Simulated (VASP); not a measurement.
Wanted: the native input for a VASP 6.6.1 run.

```
Task                   : electric field gradients
Functional             : PBE
Potentials or basis    : VASP PAW PBE potentials, release 64 (Si, O)
Cutoff                 : 520 eV
k mesh                 : 4 × 3 × 3
Occupations            : fermi-dirac, width 0.02 eV
Spin                   : no spin polarisation
Dipole correction      : no
Further INCAR settings : LREAL = Auto; ALGO = Normal; EDIFF = 1e-08; NBANDS = 63
```

The structure of SiO2 lies in POSCAR:

```
SiO2
1.0
    5.2382746100      0.0000000000      0.0000000000
    0.0000000000      7.4405844800      0.0000000000
    0.0000000000      0.0000000000      8.1228630600
Si O
6 12
Direct
    0.2500000000      0.2113497400      0.1052556900
    0.7500000000      0.7886502600      0.8947443100
    0.7500000000      0.2113497400      0.8947443100
    0.2500000000      0.7886502600      0.1052556900
    0.2500000000      0.5000000000      0.3868849600
    0.7500000000      0.5000000000      0.6131150400
    0.0000000000      0.2626614600      0.0000000000
    0.5000000000      0.7373385400      0.0000000000
    0.0000000000      0.7373385400      0.0000000000
    0.5000000000      0.2626614600      0.0000000000
    0.2500000000      0.0000000000      0.1482779200
    0.7500000000      0.0000000000      0.8517220800
    0.2500000000      0.3218798500      0.2744145200
    0.7500000000      0.6781201500      0.7255854800
    0.7500000000      0.3218798500      0.7255854800
    0.2500000000      0.6781201500      0.2744145200
    0.5000000000      0.5000000000      0.5000000000
    0.0000000000      0.5000000000      0.5000000000
```

These files were run (other wordings do the same):

INCAR

```
SYSTEM = SiO2
PREC = Accurate ; ENCUT = 520
EDIFF = 1E-8 ; ISMEAR = -1
SIGMA = 0.02 ; LREAL = Auto
LASPH = .True. ; NELM = 60
ALGO = Normal ; ISIF = 2
LWAVE = .False. ; LCHARG = .False.
GGA = PE ; LEFG = .True.
NBANDS = 63
```

KPOINTS

```
Automatic mesh
0
Gamma
  4 3 3
  0 0 0
```

Potentials or basis: VASP PAW PBE potentials, release 64 (Si, O).

Run with:

```bash
$ cat potpaw_PBE.64/Si/POTCAR potpaw_PBE.64/O/POTCAR > POTCAR
$ mpirun -np 1 vasp_std > vasp.out
```

It gave:

```yaml
Pressure: 3.7 GPa
Largest_force: 0.274 eV/Å
Band_gap_on_the_k_mesh: 5.51 eV
Largest_electric_field_gradient_by_atom: Si +8.8, +5.1 (each value once); O +91.4, +91.8, +93.6, +98.1 (each value once) V/Å²
```

Caveat: the cell stands under pressure; without QUAD_EFG the Cq values of the log hold for a quadrupole moment of 1 mb, not for the nuclei.

It took 2.6 min on 1 thread of Intel(R) Xeon(R) 6975P-C (Granite Rapids), with other jobs on the host, peak memory 0.43 GiB.
